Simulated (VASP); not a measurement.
# GaN (rocksalt type) (Fm-3m) in VASP: a series of runs, part 2 of 2

VASP 6.6.1. The steps go on from the part before.

## Step 4: Relaxation of cell and atoms, PBE, target pressure 170 GPa, at which the enthalpy is minimised

File INCAR:

```
SYSTEM = GaN
PREC = Accurate
ENCUT = 600
EDIFF = 1E-6
ISMEAR = -1
SIGMA = 0.1
LREAL = .False.
LASPH = .True.
NELM = 60
ALGO = Normal
ISIF = 3
LWAVE = .False.
LCHARG = .False.
GGA = PE
IBRION = 2
NSW = 32
EDIFFG = -0.005
PSTRESS = 1700.0
```

File KPOINTS:

```
regular mesh
0
Gamma
  17 17 17
  0 0 0
```

File POSCAR:

```
GaN
1.0
    0.0000000000      1.8925555912      1.8925555912
    1.8925555912      0.0000000000      1.8925555912
    1.8925555912      1.8925555912      0.0000000000
Ga N
1 1
Direct
    0.0000000000      0.0000000000      0.0000000000
    0.5000000000      0.5000000000      0.5000000000
```

Potentials or basis: VASP PAW PBE potentials, release 64 (Ga_d, N).

On the command line:

```
cat potpaw_PBE.64/Ga_d/POTCAR potpaw_PBE.64/N/POTCAR > POTCAR
mpirun -np 1 vasp_std > vasp.out
```

OUTCAR:

```text
SYSTEM = GaN
   PREC = Accurate
   ENCUT = 600
   EDIFF = 1E-6
   ISMEAR = -1
   LREAL = .False.
   LASPH = .True.
   NELM = 60
   ISIF = 3
   GGA = PE
   IBRION = 2
   NSW = 32
   EDIFFG = -0.005
   PSTRESS = 1700.0

 ion  position               nearest neighbor table
   1  0.000  0.000  0.000-   2 1.89   2 1.89   2 1.89   2 1.89   2 1.89   2 1.89
   2  0.500  0.500  0.500-   1 1.89   1 1.89   1 1.89   1 1.89   1 1.89   1 1.89

  LATTYP: Found a face centered cubic cell.
 ALAT       =     3.7851111824

  Lattice vectors:

 A1 = (   0.0000000000,   1.8925555912,   1.8925555912)
 A2 = (   1.8925555912,   0.0000000000,   1.8925555912)
 A3 = (   1.8925555912,   1.8925555912,   0.0000000000)

Analysis of symmetry for initial positions (statically):
=====================================================================
 Subroutine PRICEL returns:
 Original cell was already a primitive cell.
[... 377 lines left out ...]
 fundamental gap:      3.0571428238
 Fermi energy:        14.4536726096

 k-point     1 :       0.0000    0.0000    0.0000
  band No.  band energies     occupation
      1      -8.4780      2.00000
      2      -1.4157      2.00000
      3      -1.4157      2.00000
      4      -1.4157      2.00000
      5      -1.1935      2.00000
      6      -1.1935      2.00000
      7      11.7051      2.00000
      8      11.7051      2.00000
      9      11.7051      2.00000
     10      19.4533      0.00000
     11      29.6060      0.00000
     12      29.6060      0.00000
     13      29.6061      0.00000
[... 354 lines left out ...]
  band No.  band energies     occupation
      1      -7.9013      2.00000
      2      -1.4866      2.00000
      3      -1.4216      2.00000
      4      -1.3958      2.00000
      5      -1.3130      2.00000
      6      -1.1774      2.00000
      7       9.9270      2.00000
      8      11.3533      2.00000
      9      12.1283      2.00000
     10      20.7071      0.00000
     11      25.5995      0.00000
     12      28.1817      0.00000
     13      29.3652      0.00000

 [... further k-points ...]
[... 5 lines left out ...]
  --------------------------------------------------------------------------------------
  -------------------------------------------------------------------------------------
  Total       14.4170361     14.4170361     14.4170361     -0.0000000      0.0000000     -0.0000000
  in kB     1700.9908462   1700.9908462   1700.9908462     -0.0000000      0.0000000     -0.0000000
  external PRESSURE =       0.9908462 kB  Pullay stress =    1700.0000000 kB
[... 21 lines left out ...]
  energy  without entropy=       -8.9328489137  energy(sigma->0) =       -8.93284892

  enthalpy is  TOTEN    =         5.4757891052 eV   P V=       14.4086380296

 reached required accuracy - stopping structural energy minimisation
```

CONTCAR:

```text
GaN
   1.00000000000000
    -0.0000000000000000    1.8935852653445056    1.8935852653445056
     1.8935852653445056    0.0000000000000000    1.8935852653445056
     1.8935852653445056    1.8935852653445056    0.0000000000000000
  Ga              N
     1     1
Direct
     0.0000000000000000    0.0000000000000000    0.0000000000000000
     0.5000000000000000    0.5000000000000000    0.5000000000000000

  0.00000000E+00  0.00000000E+00  0.00000000E+00
  0.00000000E+00  0.00000000E+00  0.00000000E+00
```

Run time: 80 s. Hardware: 1 thread of AMD EPYC 9R45 (Zen 5), shared host; peak memory 0.15 GiB.

What came out:

```
Free energy                                            : -8.9328 eV
Relaxed volume                                         : 6.79 Å³/atom
Relaxed cell                                           : a = 2.678 Å, b = 2.678 Å, c = 2.678 Å, α = 60.00°, β = 60.00°, γ = 60.00°
Space group after relaxing (to 0.05 Å)                 : Fm-3m (No. 225)
Energy change on relaxing (the enthalpy is what falls) : -11.8 meV/atom
Ionic steps                                            : 10
Pressure after relaxing                                : 170.1 GPa
Band gap on the k mesh                                 : 3.06 eV, indirect (least direct gap 6.23 eV)
```

The path:
| step | energy change (eV) | largest force (eV/Å) | pressure (GPa) | volume (Å³) |
| --- | --- | --- | --- | --- |
| 1 | 0.0000 | 0.0000 | 171.41 | 13.56 |
| 2 | -0.1227 | 0.0000 | 164.17 | 13.67 |
| 3 | -0.0249 | 0.0000 | 170.12 | 13.58 |
| 4 | -0.0269 | 0.0000 | 169.70 | 13.58 |
| 5 | -0.0255 | 0.0000 | 169.84 | 13.58 |
| 6 | -0.0134 | 0.0000 | 171.32 | 13.57 |
| 7 | -0.0242 | 0.0000 | 169.46 | 13.58 |
| 8 | -0.0211 | 0.0000 | 170.36 | 13.58 |
| 9 | -0.0223 | 0.0000 | 170.21 | 13.58 |
| 10 | -0.0236 | 0.0000 | 170.10 | 13.58 |

Final structure:
```
Ga N
1.0
     0.00000    1.89359    1.89359
     1.89359    0.00000    1.89359
     1.89359    1.89359    0.00000
Ga N
1 1
Direct
  0.00000 0.00000 0.00000
  0.50000 0.50000 0.50000
```

Levels at points of the mesh, in eV from the valence-band top:
```csv
k point,band 5,band 6,band 7,band 8,band 9,band 10,band 11,band 12,band 13
"(0.00, 0.00, 0.00)",-13.98,-13.98,-1.08,-1.08,-1.08,6.67,16.82,16.82,16.82
```

Caveat: the cell is relaxed towards a set pressure, so the enthalpy falls and the energy may rise.

## Step 5: Single point, PBE

File INCAR:

```
SYSTEM = GaN
PREC = Accurate
ENCUT = 520
EDIFF = 1E-6
ISMEAR = -1
SIGMA = 0.1
LREAL = .False.
LASPH = .True.
NELM = 100
ALGO = Normal
ISIF = 2
LWAVE = .False.
LCHARG = .True.
GGA = PE
LELF = .True.
LVHAR = .True.
NBANDS = 16
```

File KPOINTS:

```
Automatic mesh
0
Gamma
  17 17 17
  0 0 0
```

File POSCAR:

```
GaN
1.0
    0.0000000000      1.8925555937      1.8925555937
    1.8925555937      0.0000000000      1.8925555937
    1.8925555937      1.8925555937      0.0000000000
Ga N
1 1
Direct
    0.0000000000      0.0000000000      0.0000000000
    0.5000000000      0.5000000000      0.5000000000
```

Potentials or basis: VASP PAW PBE potentials, release 64 (Ga_d, N).

On the command line:

```
cat potpaw_PBE.64/Ga_d/POTCAR potpaw_PBE.64/N/POTCAR > POTCAR
mpirun -np 1 vasp_std > vasp.out
```

OUTCAR:

```text
SYSTEM = GaN
   PREC = Accurate
   ENCUT = 520
   EDIFF = 1E-6
   ISMEAR = -1
   LREAL = .False.
   LASPH = .True.
   NELM = 100
   ISIF = 2
   GGA = PE

 ion  position               nearest neighbor table
   1  0.000  0.000  0.000-   2 1.89   2 1.89   2 1.89   2 1.89   2 1.89   2 1.89
   2  0.500  0.500  0.500-   1 1.89   1 1.89   1 1.89   1 1.89   1 1.89   1 1.89

  LATTYP: Found a face centered cubic cell.
 ALAT       =     3.7851111874

  Lattice vectors:

 A1 = (   0.0000000000,   1.8925555937,   1.8925555937)
 A2 = (   1.8925555937,   0.0000000000,   1.8925555937)
 A3 = (   1.8925555937,   1.8925555937,   0.0000000000)

Analysis of symmetry for initial positions (statically):
=====================================================================
 Subroutine PRICEL returns:
 Original cell was already a primitive cell.

 Routine SETGRP: Setting up the symmetry group for a
 face centered cubic supercell.

 Subroutine GETGRP returns: Found 48 space group operations
 (whereof 48 operations were pure point group operations)
[... 156 lines left out ...]
  ---------------------------------------------------
  ext. energy  EPLUGINS =         0.00000000
  ---------------------------------------------------
  free energy    TOTEN  =        -8.90752704 eV

  energy without entropy =       -8.90752703  energy(sigma->0) =       -8.90752704

 E-fermi :  14.4888     XC(G=0): -15.0934

 val. band max:       12.8116726004   @ k =  -0.1765   0.1765   0.0000
 cond. band min:      15.8829818958   @ k =   0.4706   0.4706   0.0000
 fundamental gap:      3.0713092953
 Fermi energy:        14.4887712029

 k-point     1 :       0.0000    0.0000    0.0000
  band No.  band energies     occupation
      1      -8.4718      2.00000
      2      -1.3886      2.00000
      3      -1.3886      2.00000
      4      -1.3886      2.00000
      5      -1.1654      2.00000
      6      -1.1654      2.00000
[... 433 lines left out ...]
      3      -1.3947      2.00000
      4      -1.3687      2.00000
      5      -1.2855      2.00000
      6      -1.1493      2.00000
[... 8 lines left out ...]
     15      32.9034      0.00000
     16      34.0381      0.00000

 [... further k-points ...]
[... 5 lines left out ...]
  --------------------------------------------------------------------------------------
  -------------------------------------------------------------------------------------
  Total       14.5183678     14.5183678     14.5183678      0.0000000      0.0000000     -0.0000000
  in kB     1715.7438240   1715.7438240   1715.7438240      0.0000000      0.0000000     -0.0000000
  external PRESSURE =    1715.7438240 kB  Pullay stress =       0.0000000 kB

 VOLUME and BASIS-vectors are now :
 -----------------------------------------------------------------------------
  energy-cutoff  :      520.00
  volume of cell :       13.56
      direct lattice vectors                 reciprocal lattice vectors
     0.000000000  1.892555594  1.892555594    -0.264193032  0.264193032  0.264193032
     1.892555594  0.000000000  1.892555594     0.264193032 -0.264193032  0.264193032
     1.892555594  1.892555594  0.000000000     0.264193032  0.264193032 -0.264193032

 POSITION                                       TOTAL-FORCE (eV/Angst)
 -----------------------------------------------------------------------------------
      0.00000      0.00000      0.00000         0.000000     -0.000000      0.000000
      1.89256      1.89256      1.89256        -0.000000      0.000000     -0.000000
 -----------------------------------------------------------------------------------
    total drift:                                0.000000     -0.000000     -0.000000

  FREE ENERGIE OF THE ION-ELECTRON SYSTEM (eV)
  ---------------------------------------------------
  free  energy   TOTEN  =        -8.9075270432 eV

  energy  without entropy=       -8.9075270332  energy(sigma->0) =       -8.90752704
```

Run time: 53 s. Hardware: 1 thread of AMD EPYC 7R43 (Zen 3), shared host; peak memory 0.11 GiB.

What came out:

```yaml
Free_energy: -8.9075 eV
Pressure: 171.6 GPa
Band_gap_on_the_k_mesh: 3.07 eV, indirect (least direct gap 6.24 eV)
```

Levels at points of the mesh, in eV from the valence-band top:
```csv
k point,band 6,band 7,band 8,band 9,band 10,band 11,band 12,band 13
"(0.00, 0.00, 0.00)",-13.98,-1.08,-1.08,-1.08,6.70,16.83,16.83,16.83
```

A k mesh can miss the band edges.

## Step 6: Single point, PBE

File INCAR:

```
ALGO = Normal
EDIFF = 1E-6
ENCUT = 520
GGA = PE
ISIF = 2
ISMEAR = -1
LASPH = True
LCHARG = True
LELF = True
LREAL = False
LVHAR = True
LWAVE = False
NBANDS = 16
NELM = 100
PREC = Accurate
SIGMA = 0.1
```

File KPOINTS:

```
k-points
0
Gamma
  17 17 17
```

File POSCAR:

```
GaN
1.0
    0.0000000000      1.8924155515      1.8924155515
    1.8924155515      0.0000000000      1.8924155515
    1.8924155515      1.8924155515      0.0000000000
Ga N
1 1
Direct
    0.0000000000      0.0000000000      0.0000000000
    0.5000000000      0.5000000000      0.5000000000
```

Potentials or basis: VASP PAW PBE potentials, release 64 (Ga_d, N).

On the command line:

```
cat potpaw_PBE.64/Ga_d/POTCAR potpaw_PBE.64/N/POTCAR > POTCAR
mpirun -np 1 vasp_std > vasp.out
```

Run time: 77 s. Hardware: 1 thread of AMD EPYC 7R43 (Zen 3), shared host; peak memory 0.12 GiB.

It converged, with:

* Free energy: -8.9043 eV
* Pressure: 171.8 GPa
* Band gap on the k mesh: 3.07 eV, indirect (least direct gap 6.24 eV)

Levels at points of the mesh, in eV from the valence-band top:
```tsv
k point	band 7	band 8	band 9	band 10	band 11	band 12
(0.00, 0.00, 0.00)	-1.08	-1.08	-1.08	6.70	16.84	16.84
```

A k mesh can miss the band edges. PBE gaps usually lie below the measured ones, often by a third to a half.
